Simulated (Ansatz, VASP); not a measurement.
Ge3Te2S: VASP beside Ansatz

File INCAR:

```
SYSTEM = Ge3Te2S
ALGO = Normal ; EDIFF = 1E-6
ENCUT = 520 ; GGA = PE
ISIF = 2 ; ISMEAR = 0
LASPH = .TRUE. ; LCHARG = .FALSE.
LREAL = .FALSE. ; LWAVE = .FALSE.
NBANDS = 39 ; NELM = 100
PREC = Accurate ; SIGMA = 0.1
```

KPOINTS

```
k-points
0
G
  4 4 4
  0 0 0
```

The input POSCAR:

```
Ge3Te2S
1.0
    3.6278527500     -3.9421046000      0.0000000000
    3.6278527500      3.9421046000      0.0000000000
    0.0000000000      0.0000000000      6.2603115400
Ge Te S
3 2 1
Direct
    0.5000000000      0.5000000000      0.0000000000
    0.2757364200      0.7242635800      0.5000000000
    0.7242635800      0.2757364200      0.5000000000
    0.0000000000      0.0000000000      0.5000000000
    0.0000000000      0.0000000000      0.0000000000
    0.5000000000      0.5000000000      0.5000000000
```

Input for Ansatz:

```yaml
crystal:
  lattice:
    - [3.62785275, -3.9421046, 0.0]
    - [3.62785275, 3.9421046, 0.0]
    - [0.0, 0.0, 6.26031154]
  atoms:
    - { symbol: Ge, position: [0.5, 0.5, 0.0] }
    - { symbol: Ge, position: [0.27573642, 0.72426358, 0.5] }
    - { symbol: Ge, position: [0.72426358, 0.27573642, 0.5] }
    - { symbol: Te, position: [0.0, 0.0, 0.5] }
    - { symbol: Te, position: [0.0, 0.0, 0.0] }
    - { symbol: S, position: [0.5, 0.5, 0.5] }
basis:
  ecutwfc: 420
kpoints:
  mp_grid: { grid: [4, 4, 4] }
hamiltonian:
  xc: pbe
scf:
  occupations: { method: gaussian, width: 0.1 }
  lower_state_search: "off"
output:
  forces: true
  stress: true
  eigenvalues: true
```

Alike in both runs: task single point; functional PBE; k mesh 4 × 4 × 4; occupations gaussian, width 0.1 eV; no spin polarisation.

|  | VASP | Ansatz |
| --- | --- | --- |
| version | VASP 6.6.1 | Ansatz 0.2.0 |
| potentials or method | VASP PAW PBE potentials, release 64 (Ge_d, Te, S), cutoff 520 eV | scalar-relativistic, plane waves, PAW |
| valence electrons in the cell | 60 | 80 |

VASP gave:

```
gap on the k mesh at the Fermi level (eV)                     : none
pressure (GPa)                                                : 23.9
traceless stress, the component that is largest in VASP (GPa) : 55.64
rms of the force components (eV/Å)                            : 2.089
```

**Question.** Which values does Ansatz return?

**Answer.** gap on the k mesh at the Fermi level (eV): none; pressure (GPa): 24.3; traceless stress, the component that is largest in VASP (GPa): 56.26; rms of the force components (eV/Å): 2.140.

Atom by atom the forces differ by 0.051 eV/Å (rms over components). A gap of «none» marks a metal or a gap that the smearing closes. With one functional, cell and mesh, what is left measures potentials, basis and numerics. VASP's potentials hold 60 valence electrons a cell and Ansatz's 80, so a difference there can come from the potentials and not from the codes.

Neither program's run includes spin-orbit coupling.
